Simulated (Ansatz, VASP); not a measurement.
**One calculation of Se, two programs**

The input INCAR:

```
  PREC = Accurate
  ENCUT = 520
  EDIFF = 1E-6
  ISMEAR = -1
  SIGMA = 0.01
  LREAL = F
  LASPH = T
  NELM = 100
  ALGO = Normal
  ISIF = 2
  LWAVE = F
  LCHARG = F
  GGA = PS
  NBANDS = 27
```

The input KPOINTS:

```
Automatic mesh
0
Gamma
  6 6 6
```

Contents of POSCAR:

```
Se
1.0
    5.5673798647      3.2143282635      1.4763300000
   -5.5673798647      3.2143282635      1.4763300000
    0.0000000000     -6.4286565271      1.4763300000
Se
6
Direct
    0.2806600000      0.1625100000      0.9181800000
    0.9181800000      0.2806600000      0.1625100000
    0.1625100000      0.9181800000      0.2806600000
    0.7193400000      0.8374900000      0.0818200000
    0.0818200000      0.7193400000      0.8374900000
    0.8374900000      0.0818200000      0.7193400000
```

Input for Ansatz:

```yaml
crystal:
  lattice:
    - [5.5673798647, 3.2143282635, 1.47633]
    - [-5.5673798647, 3.2143282635, 1.47633]
    - [0.0, -6.4286565271, 1.47633]
  atoms:
    - { symbol: Se, position: [0.28066, 0.16251, 0.91818] }
    - { symbol: Se, position: [0.91818, 0.28066, 0.16251] }
    - { symbol: Se, position: [0.16251, 0.91818, 0.28066] }
    - { symbol: Se, position: [0.71934, 0.83749, 0.08182] }
    - { symbol: Se, position: [0.08182, 0.71934, 0.83749] }
    - { symbol: Se, position: [0.83749, 0.08182, 0.71934] }
kpoints:
  mp_grid: { grid: [6, 6, 6] }
  band_path:
    path:
      - [0.0, 0.0, 0.0]
      - [0.5, 0.0, 0.0]
      - [0.5, -0.5, 0.5]
      - [0.2018255591, -0.7981744409, 0.2018255591]
      - [0.2018255591, 0.2018255591, 0.2018255591]
      - [0.0, 0.0, 0.0]
      - [0.5, -0.5, 0.0]
    npoints: 5
scf:
  occupations: { method: fermi_dirac, width: 0.01 }
hamiltonian:
  xc: pbesol
  pseudopotentials: { kind: all_electron, lapw: { basis_error: 0.001 } }
output:
  forces: true
  stress: true
  eigenvalues: true
```

Change from the starting cell: equal xx and yy strain of -2 %.

Alike in both runs: task single point; functional PBEsol; k mesh 6 × 6 × 6; occupations fermi-dirac, width 0.01 eV; no spin polarisation.

|  | VASP | Ansatz |
| --- | --- | --- |
| version | VASP 6.6.1 | Ansatz 0.2.0 |
| potentials or method | VASP PAW PBE potentials, release 64 (Se), cutoff 520 eV | all-electron LAPW, scalar-relativistic |

|  | VASP | Ansatz | Ansatz less VASP |
| --- | --- | --- | --- |
| gap on the k mesh at the Fermi level (eV) | 1.33 | 1.35 | +0.012 |
| pressure (GPa) | 3.2 | 3.0 | -0.26 |
| traceless stress, the component that is largest in VASP (GPa) | -1.28 | -1.19 | +0.093 |
| rms of the force components (eV/Å) | 0.569 | 0.530 | -0.0396 |

VASP's potentials were made for PBE, not for PBEsol. Atom by atom the forces differ by 0.040 eV/Å (rms over components). Ansatz ran all-electron here, and VASP with PAW potentials.
